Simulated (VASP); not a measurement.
Input of a VASP 6.6.1 run:

Contents of INCAR:

```
  ALGO = Normal
  EDIFF = 1E-6
  ENCUT = 520
  GGA = PS
  GGA_COMPAT = F
  ISIF = 2
  ISMEAR = -1
  ISYM = -1
  LASPH = T
  LCHARG = F
  LREAL = Auto
  LWAVE = F
  NBANDS = 298
  NELM = 120
  PREC = Accurate
  SIGMA = 0.05
```

The input KPOINTS:

```
explicit points
1
Reciprocal
  0.25000000   0.25000000   0.25000000 1
```

File POSCAR:

```
Sr15SnO16
1.0
   10.2454930000      0.0000000000      0.0000000000
    0.0000000000     10.2454930000      0.0000000000
    0.0000000000      0.0000000000     10.2454930000
O Sr Sn
32 30 2
Direct
    0.2495870000      0.9986480000      0.9979970000
    0.2432060000      0.0147830000      0.5034620000
    0.2495800000      0.4993330000      0.0001110000
    0.2219940000      0.5216210000      0.5008960000
    0.7500280000      0.9986960000      0.9997170000
    0.7515480000      0.0026100000      0.4998180000
    0.7506180000      0.4988490000      0.0013700000
    0.7386050000      0.4962150000      0.4959140000
    0.0003100000      0.2483310000      0.9981470000
    0.0162640000      0.2455640000      0.5038980000
    0.9996530000      0.7486770000      0.0003070000
    0.9938550000      0.7521330000      0.5002510000
    0.5014340000      0.2488790000      0.9986920000
    0.5320050000      0.2651900000      0.4954100000
    0.5002130000      0.7499350000      0.0029260000
    0.4996510000      0.7803050000      0.4993920000
    0.0004980000      0.9986210000      0.2506320000
    0.9989950000      0.9982920000      0.7505680000
    0.9992890000      0.4969530000      0.2512110000
    0.9968050000      0.4976890000      0.7506900000
    0.4994170000      0.0019160000      0.2503200000
    0.4990540000      0.0039410000      0.7503950000
    0.5053230000      0.4932360000      0.2641170000
    0.5010330000      0.4966610000      0.7720800000
    0.2496050000      0.2472770000      0.2270280000
    0.2448080000      0.2458810000      0.7353530000
    0.2511610000      0.7500290000      0.2502470000
    0.2507240000      0.7497520000      0.7491020000
    0.7549850000      0.2480690000      0.2484110000
    0.7514670000      0.2491020000      0.7483730000
    0.7496680000      0.7482460000      0.2502860000
    0.7486070000      0.7480580000      0.7489330000
    0.0003360000      0.9972170000      0.9997460000
    0.9980420000      0.9938570000      0.5008810000
    0.0032850000      0.4997030000      0.9992740000
    0.9962120000      0.5043390000      0.5018130000
    0.4994110000      0.9983320000      0.9987400000
    0.5002600000      0.0121690000      0.5011560000
    0.4974760000      0.4999160000      0.0049880000
    0.2516950000      0.2514630000      0.9943350000
    0.2515040000      0.7461690000      0.0013030000
    0.2544290000      0.7504800000      0.4988420000
    0.7495020000      0.2488040000      0.0005360000
    0.7626100000      0.2471070000      0.4974980000
    0.7484790000      0.7486380000      0.0004240000
    0.7427160000      0.7522080000      0.4992580000
    0.2497160000      0.0030110000      0.2475260000
    0.2499740000      0.9958300000      0.7519940000
    0.2488970000      0.4933750000      0.2627180000
    0.2547060000      0.5011000000      0.7384750000
    0.7504050000      0.9990680000      0.2488820000
    0.7486090000      0.9982540000      0.7505790000
    0.7537700000      0.4979110000      0.2462150000
    0.7455220000      0.4993770000      0.7535100000
    0.0059970000      0.2481130000      0.2450270000
    0.9972540000      0.2491430000      0.7544700000
    0.0012930000      0.7481990000      0.2506290000
    0.9995720000      0.7474120000      0.7499110000
    0.4973080000      0.2463970000      0.2493550000
    0.5031540000      0.2541790000      0.7474350000
    0.4992470000      0.7520860000      0.2561850000
    0.4995730000      0.7453880000      0.7445000000
    0.5179920000      0.4789580000      0.4870910000
    0.2321550000      0.2392820000      0.5131430000
```

Potentials or basis: VASP PAW PBE potentials, release 64 (O, Sr_sv, Sn_d).

Command:

```sh
$ cat potpaw_PBE.64/O/POTCAR potpaw_PBE.64/Sr_sv/POTCAR potpaw_PBE.64/Sn_d/POTCAR > POTCAR
$ mpirun -np 1 vasp_std > vasp.out
```

(1) What does it give for the band gap on the k mesh?

(2) Estimate the pressure.

(3) Predict the largest force.

## Answers

(1) 2.57 eV.

(2) 0.9 GPa.

(3) 0.080 eV/Å.

Caveat: the PAW data sets were made with another functional, which shifts forces and pressure a little; spin-orbit coupling is left out, which moves the levels of the heavy elements.
